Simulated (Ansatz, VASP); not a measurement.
One calculation of Hf4Cd, two programs

```
Hf Cd
1.0
    -3.21873    3.21873    3.21873
     3.21873   -3.21873    3.21873
     3.21873    3.21873   -3.21873
Hf Cd
4 1
Direct
  0.00000 0.00000 0.50000
  0.00000 0.50000 0.00000
  0.50000 0.00000 0.00000
  0.50000 0.50000 0.50000
  0.00000 0.00000 0.00000
```

Change from the starting cell: species swapped into the CrGa4 type (Im-3m, No. 229).

Alike in both runs: functional PBE; k mesh 4 × 4 × 4; occupations gaussian, width 0.1 eV; no spin polarisation.

Ansatz relaxed the structure, and its values are those at the end. VASP's run is a single point on that final structure, the one shown.

```csv
,VASP,Ansatz
version,VASP 6.6.1,Ansatz 0.2.0
potentials or method,"VASP PAW PBE potentials, release 64 (Hf_pv, Cd), cutoff 520 eV","scalar-relativistic, plane waves, PAW"
valence electrons in the cell,52,124
```

```csv
,VASP,Ansatz,Ansatz less VASP
gap on the k mesh at the Fermi level (eV),none,none,-
pressure (GPa),-0.5,-0.2,+0.25
```

A gap of «none» marks a metal or a gap that the smearing closes. VASP's potentials hold 52 valence electrons a cell and Ansatz's 124, so a difference there can come from the potentials and not from the codes.

Spin-orbit coupling is off throughout.
